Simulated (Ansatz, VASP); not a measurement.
One calculation of Na, two programs

INCAR

```
SYSTEM = Na
PREC     = Accurate       ! precision mode
ENCUT    = 520            ! plane-wave cutoff, eV
EDIFF    = 1E-6           ! SCF threshold, eV
ISMEAR   = 0              ! smearing method
SIGMA    = 0.1            ! smearing width, eV
LREAL    = .FALSE.        ! projectors in reciprocal space
LASPH    = .TRUE.         ! aspherical terms in the spheres
NELM     = 80             ! most SCF steps
ALGO     = Fast           ! electronic algorithm
ISIF     = 2              ! what is computed and relaxed
LWAVE    = .FALSE.        ! write WAVECAR
LCHARG   = .TRUE.         ! write CHGCAR
GGA      = PS             ! functional
LELF     = .TRUE.         ! ELF
LVHAR    = .TRUE.       
NBANDS   = 14             ! bands
```

Contents of KPOINTS:

```
Automatic mesh
0
G
  12 10 6
  0 0 0
```

File POSCAR:

```
Na
1.0
    3.8934099003      0.0459611639      0.0147830604
    0.0446806275      4.1627085798      0.1263337111
   -1.8884274914     -1.8537635540      7.1004469443
Na
2
Direct
    0.3490295755      0.6260226266      0.7346524735
    0.6509704245      0.3739773734      0.2653475265
```

Input for Ansatz:

```yaml
crystal:
  lattice:
    - [3.8934099003, 0.0459611639, 0.0147830604]
    - [0.0446806275, 4.1627085798, 0.1263337111]
    - [-1.8884274914, -1.853763554, 7.1004469443]
  atoms:
    - { symbol: Na, position: [0.3490295755, 0.6260226266, 0.7346524735] }
    - { symbol: Na, position: [0.6509704245, 0.3739773734, 0.2653475265] }
basis:
  ecutwfc: 420
kpoints:
  mp_grid: { grid: [12, 10, 6] }
hamiltonian:
  xc: pbesol
scf:
  occupations: { method: gaussian, width: 0.1 }
output:
  forces: true
  stress: true
  eigenvalues: true
  populations: true
  write_density: true
  write_potential: true
  elf: true
  volumetric_format: npy
```

Alike in both runs: task single point; functional PBEsol; k mesh 12 × 10 × 6; occupations gaussian, width 0.1 eV; no spin polarisation.

|  | VASP | Ansatz |
| --- | --- | --- |
| version | VASP 6.6.1 | Ansatz 0.2.0 |
| potentials or method | VASP PAW PBE potentials, release 64 (Na_pv), cutoff 520 eV | scalar-relativistic, plane waves, PAW |
| valence electrons in the cell | 14 | 18 |

|  | VASP | Ansatz | Ansatz less VASP |
| --- | --- | --- | --- |
| gap on the k mesh at the Fermi level (eV) | none | none | - |
| pressure (GPa) | -1.3 | -1.3 | 0.00 |
| traceless stress, the component that is largest in VASP (GPa) | -0.13 | -0.13 | -0.002 |
| rms of the force components (eV/Å) | 0.024 | 0.024 | 0.0000 |

VASP's potentials were made for PBE, not for PBEsol. Atom by atom the forces differ by 0.000 eV/Å (rms over components). A gap of «none» marks a metal or a gap that the smearing closes. The functional is the same, so the differences come from potentials, cutoffs and numerics. VASP's potentials hold 14 valence electrons a cell and Ansatz's 18, so a difference there can come from the potentials and not from the codes.
